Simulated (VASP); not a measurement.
# BaTiO3 in VASP: further runs, part 2 of 2

VASP 6.6.1.

### Step 4. Single point, PBE+U

This run uses another cell than the first one, of 13.37 Å³/atom.

Contents of INCAR:

```
PREC = Accurate
ENCUT = 520
EDIFF = 1E-7
ISMEAR = -1
SIGMA = 0.05
LREAL = False
LASPH = True
NELM = 150
ALGO = Normal
ISIF = 2
LWAVE = False
LCHARG = False
LMAXMIX = 4
LDAU = True
LDAUTYPE = 2
LDAUL = -1 2 -1
LDAUU = 0 1 0
LDAUJ = 0 0 0
LDAUPRINT = 1
GGA = PE
NBANDS = 28
```

Contents of KPOINTS:

```
regular mesh
0
Gamma
  7 7 7
```

Contents of POSCAR:

```
BaTiO3
1.0
    2.8626562974      1.6527553839      2.3542953587
   -2.8626562974      1.6527553839      2.3542953587
    0.0000000000     -3.3055107679      2.3542953587
Ba Ti O
1 1 3
Direct
   -0.0049982593     -0.0049982593     -0.0049982593
    0.4816321044      0.4816321044      0.4816321044
    0.5108316705      0.0209028140      0.5108316705
    0.0209028140      0.5108316705      0.5108316705
    0.5108316705      0.5108316705      0.0209028140
```

Potentials or basis: VASP PAW PBE potentials, release 64 (Ba_sv, Ti_sv, O).

Started as:

```sh
cat potpaw_PBE.64/Ba_sv/POTCAR potpaw_PBE.64/Ti_sv/POTCAR potpaw_PBE.64/O/POTCAR > POTCAR
mpirun -np 1 vasp_std > vasp.out
```

OUTCAR:

```text
PREC = Accurate
   ENCUT = 520
   EDIFF = 1E-7
   ISMEAR = -1
   LREAL = False
   LASPH = True
   NELM = 150
   ISIF = 2
   GGA = PE

 ion  position               nearest neighbor table
   1  0.995  0.995  0.995-   5 2.79   4 2.79   3 2.79   5 2.87   5 2.87   3 2.87   4 2.87   4 2.87
                             3 2.87   5 2.97   4 2.97   3 2.97   2 3.44   2 3.48   2 3.48   2 3.48
   2  0.482  0.482  0.482-   3 1.88   4 1.88   5 1.88   3 2.20   4 2.20   5 2.20   1 3.44   1 3.48
                             1 3.48   1 3.48   1 3.54   1 3.54   1 3.54   1 3.63
   3  0.511  0.021  0.511-   2 1.88   2 2.20   1 2.79   1 2.87   1 2.87   1 2.97
   4  0.021  0.511  0.511-   2 1.88   2 2.20   1 2.79   1 2.87   1 2.87   1 2.97
   5  0.511  0.511  0.021-   2 1.88   2 2.20   1 2.79   1 2.87   1 2.87   1 2.97

  LATTYP: Found a trigonal (rhomboedric) cell.
 ALAT       =     4.0582148874
 COS(alpha) =     0.0048275789

  Lattice vectors:

 A1 = (   2.8626562974,   1.6527553839,   2.3542953587)
 A2 = (  -2.8626562974,   1.6527553839,   2.3542953587)
 A3 = (   0.0000000000,  -3.3055107679,   2.3542953587)

Analysis of symmetry for initial positions (statically):
=====================================================================
[... 219 lines left out ...]
 fundamental gap:      2.6522791555
 Fermi energy:         4.5820900302

 k-point     1 :       0.0000    0.0000    0.0000
  band No.  band energies     occupation
      1     -53.1221      2.00000
      2     -29.3618      2.00000
      3     -29.3558      2.00000
      4     -29.3558      2.00000
      5     -21.4195      2.00000
      6     -13.2541      2.00000
[... 733 lines left out ...]
     27      11.6017      0.00000
     28      11.7797      0.00000

 [... further k-points ...]

------------------------ aborting loop because EDIFF is reached ----------------------------------------

  FORCE on cell =-STRESS in cart. coord.  units (eV):
  Direction    XX          YY          ZZ          XY          YZ          ZX
  --------------------------------------------------------------------------------------
  -------------------------------------------------------------------------------------
  Total        0.9057073      0.9057073      0.8040312      0.0000000     -0.0000000      0.0000000
  in kB       21.7124313     21.7124313     19.2749597      0.0000000     -0.0000000      0.0000000
  external PRESSURE =      20.8999408 kB  Pullay stress =       0.0000000 kB

 VOLUME and BASIS-vectors are now :
 -----------------------------------------------------------------------------
  energy-cutoff  :      520.00
  volume of cell :       66.83
      direct lattice vectors                 reciprocal lattice vectors
     2.862656297  1.652755384  2.354295359     0.174662952  0.100841702  0.141585181
    -2.862656297  1.652755384  2.354295359    -0.174662952  0.100841702  0.141585181
     0.000000000 -3.305510768  2.354295359     0.000000000 -0.201683405  0.141585181

 POSITION                                       TOTAL-FORCE (eV/Angst)
 -----------------------------------------------------------------------------------
      0.00000     -0.00000      7.02758         0.000000     -0.000000      0.044999
      0.00000     -0.00000      3.40171         0.000000     -0.000000      0.253217
      1.40250     -0.80973      2.45451         0.102972     -0.059451     -0.099405
     -1.40250     -0.80973      2.45451        -0.102972     -0.059451     -0.099405
      0.00000      1.61947      2.45451         0.000000      0.118901     -0.099405
 -----------------------------------------------------------------------------------
    total drift:                                0.000000      0.000004     -0.000061

  FREE ENERGIE OF THE ION-ELECTRON SYSTEM (eV)
  ---------------------------------------------------
  free  energy   TOTEN  =       -39.3362043227 eV

  energy  without entropy=      -39.3362043227  energy(sigma->0) =      -39.33620432
```

Wall time 48 s (1 thread of AMD EPYC 9R45 (Zen 5), shared host); peak memory 0.19 GiB.

What came out:

| Quantity | Value |
| --- | --- |
| Free energy | -39.3362 eV |
| Pressure | 2.1 GPa |
| Largest force | 0.253 eV/Å |
| Band gap on the k mesh | 2.65 eV (least direct gap 3.11 eV) |

Forces on the atoms (eV/Å):
```
Ba   0.000  0.000  0.045
Ti   0.000  0.000  0.253
O    0.103 -0.059 -0.099
O   -0.103 -0.059 -0.099
O    0.000  0.119 -0.099
```

Eigenvalues of the final occupation matrices:
```csv
site,spin,trace,eigenvalues
site 2 d,1,0.89,0.13 0.13 0.13 0.25 0.25
site 2 d,2,0.89,0.13 0.13 0.13 0.25 0.25
```

Caveat: spin-orbit coupling is left out, which moves the levels of the heavy elements. A k mesh can miss the band edges.

### Step 5. The runs side by side

| level | U | cell | gap on the mesh (eV) | pressure (GPa) | largest force (eV/Å) |
| --- | --- | --- | --- | --- | --- |
| PBEsol | - | a = 4.004 Å, angles 89.8°, 5 atoms, atomic positions A | 2.52 | 0.9 | 0.55 |
| PBE | - | a = 4.060 Å, angles 89.7°, 5 atoms, atomic positions B | 2.64 | 1.6 | 0.09 |
| PBE+U | Ti d U = 1.0 eV | a = 4.058 Å, angles 89.7°, 5 atoms, atomic positions C | 2.65 | 2.1 | 0.25 |

Alike in all rows: task single point; potentials or basis VASP PAW PBE potentials, release 64 (Ba_sv, Ti_sv, O); no spin polarisation; k mesh 7 × 7 × 7; cutoff (eV) 520; smearing fermi-dirac 0.05 eV.

Caveats: spin-orbit coupling is left out, which moves the levels of the heavy elements; the PAW data sets were made with another functional, which shifts forces and pressure a little (at least some runs).

Absolute energies hang on the potentials; compare differences alone.
